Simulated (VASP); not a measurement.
A run of VASP 6.6.1:

Contents of INCAR:

```
SYSTEM = Ti2HgS
PREC = Accurate ; ENCUT = 520
EDIFF = 1E-6 ; ISMEAR = -1
SIGMA = 0.1 ; LREAL = .FALSE.
LASPH = .TRUE. ; NELM = 60
ALGO = Normal ; ISIF = 2
LWAVE = .FALSE. ; LCHARG = .TRUE.
GGA = PE ; LELF = .TRUE.
LVHAR = .TRUE. ; NBANDS = 52
```

Contents of KPOINTS:

```
Automatic mesh
0
G
  11 11 3
  0 0 0
```

Contents of POSCAR:

```
Ti2HgS
1.0
    1.7580062945      3.0449562220      0.0000000000
   -1.7580062945      3.0449562220      0.0000000000
    0.0000000000      0.0000000000     12.2677090000
Ti Hg S
4 2 2
Direct
    0.3333333333      0.3333333333      0.1449457642
    0.6666666667      0.6666666667      0.6449457642
    0.3333333333      0.3333333333      0.3550542358
    0.6666666667      0.6666666667      0.8550542358
    0.0000000000      0.0000000000      0.0000000000
    0.0000000000      0.0000000000      0.5000000000
    0.6666666667      0.6666666667      0.2500000000
    0.3333333333      0.3333333333      0.7500000000
```

Potentials or basis: VASP PAW PBE potentials, release 64 (Ti_sv, Hg, S).

Launch:

```sh
$ cat potpaw_PBE.64/Ti_sv/POTCAR potpaw_PBE.64/Hg/POTCAR potpaw_PBE.64/S/POTCAR > POTCAR
$ mpirun -np 1 vasp_std > vasp.out
```

Hardware: 1 thread of Oxide Virtual Turin-like Processor, with other jobs on the host.

Q: How long does it take, and how much memory?

A: Wall time 7.7 min on 1 thread of Oxide Virtual Turin-like Processor, on a shared host, peak memory 0.34 GiB. Counts: scf iterations 14, k points 32.
